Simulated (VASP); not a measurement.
**Na2OsCl4O2: density of states with PBEsol**

The system is Na2OsCl4O2.

```
CELL_PARAMETERS angstrom
-3.28828 3.28828 4.11623
3.28828 -3.28828 4.11623
3.28828 3.28828 -4.11623
ATOMIC_POSITIONS crystal
Os 0.00000 0.00000 0.00000
O 0.21200 0.21200 0.00000
O 0.78800 0.78800 0.00000
Na 0.75000 0.25000 0.50000
Na 0.25000 0.75000 0.50000
Cl 0.23000 0.23000 0.46000
Cl 0.23000 0.77000 0.00000
Cl 0.77000 0.77000 0.54000
Cl 0.77000 0.23000 0.00000
```

- Program: VASP 6.6.1
- Task: density of states
- Functional: PBEsol
- Potentials or basis: VASP PAW PBE potentials, release 64 (Os, O, Na_pv, Cl)
- Cutoff: 520 eV
- k mesh: 7 × 7 × 7
- Occupations: fermi-dirac, width 0.1 eV
- Spin: no spin polarisation
- Dipole correction: no
- k mesh for the DOS: 11 × 11 × 11
- Occupations for the DOS: tetrahedron
- Further INCAR settings: ALGO = Normal; EDIFF = 1e-06

The valence electrons inside the program's atomic spheres are Os 8.42; O 4.95; Na 5.99; Cl 5.17.

Levels at points of the mesh, in eV from the valence-band top:
| k point | band 28 | band 29 | band 30 | band 31 | band 32 | band 33 | band 34 | band 35 |
| --- | --- | --- | --- | --- | --- | --- | --- | --- |
| (0.00, 0.00, 0.00) | -1.92 | -1.92 | -1.49 | -0.94 | 0.81 | 0.81 | 3.21 | 4.06 |

It took 5.9 min on 1 thread of Intel(R) Xeon(R) 6975P-C (Granite Rapids), on a shared host, peak memory 0.83 GiB.

Caveat: spin-orbit coupling is left out, which moves the levels of the heavy elements.
